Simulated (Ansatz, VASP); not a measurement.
**CdS in VASP and in Ansatz**

INCAR

```
SYSTEM = CdS
  PREC = Accurate
  ENCUT = 520
  EDIFF = 1E-6
  ISMEAR = -1
  SIGMA = 0.01
  LREAL = .False.
  LASPH = .True.
  NELM = 80
  ALGO = Normal
  ISIF = 2
  LWAVE = .False.
  LCHARG = .False.
  GGA = PE
  NBANDS = 16
```

KPOINTS

```
Automatic mesh
0
Gamma
  8 8 8
  0 0 0
```

The input POSCAR:

```
CdS
1.0
    0.0000000000      2.8813293501      2.9682000000
    2.8813293501      0.0000000000      2.9682000000
    2.8813293501      2.8813293501      0.0000000000
Cd S
1 1
Direct
    0.0000000000      0.0000000000      0.0000000000
    0.7500000000      0.7500000000      0.7500000000
```

Input for Ansatz:

```yaml
crystal:
  lattice:
    - [0.0, 2.8813293501, 2.9682]
    - [2.8813293501, 0.0, 2.9682]
    - [2.8813293501, 2.8813293501, 0.0]
  atoms:
    - { symbol: Cd, position: [0.0, 0.0, 0.0] }
    - { symbol: S, position: [0.75, 0.75, 0.75] }
kpoints:
  mp_grid: { grid: [8, 8, 8] }
scf:
  occupations: { method: fermi_dirac, width: 0.01 }
hamiltonian:
  xc: pbe
  pseudopotentials: { kind: all_electron, lapw: { basis_error: 0.001 } }
output:
  forces: true
  stress: true
  eigenvalues: true
```

Change from the starting cell: z stretched by +2 % at fixed volume.

Alike in both runs: task single point; functional PBE; k mesh 8 × 8 × 8; occupations fermi-dirac, width 0.01 eV; no spin polarisation.

|  | VASP | Ansatz |
| --- | --- | --- |
| version | VASP 6.6.1 | Ansatz 0.2.0 |
| potentials or method | VASP PAW PBE potentials, release 64 (Cd, S), cutoff 520 eV | all-electron LAPW, scalar-relativistic |

```tsv
	VASP	Ansatz	Ansatz less VASP
gap on the k mesh at the Fermi level (eV)	1.13	1.13	-0.005
pressure (GPa)	3.6	3.3	-0.33
traceless stress, the component that is largest in VASP (GPa)	-0.34	-0.34	-0.007
```

Ansatz ran all-electron here, and VASP with PAW potentials.
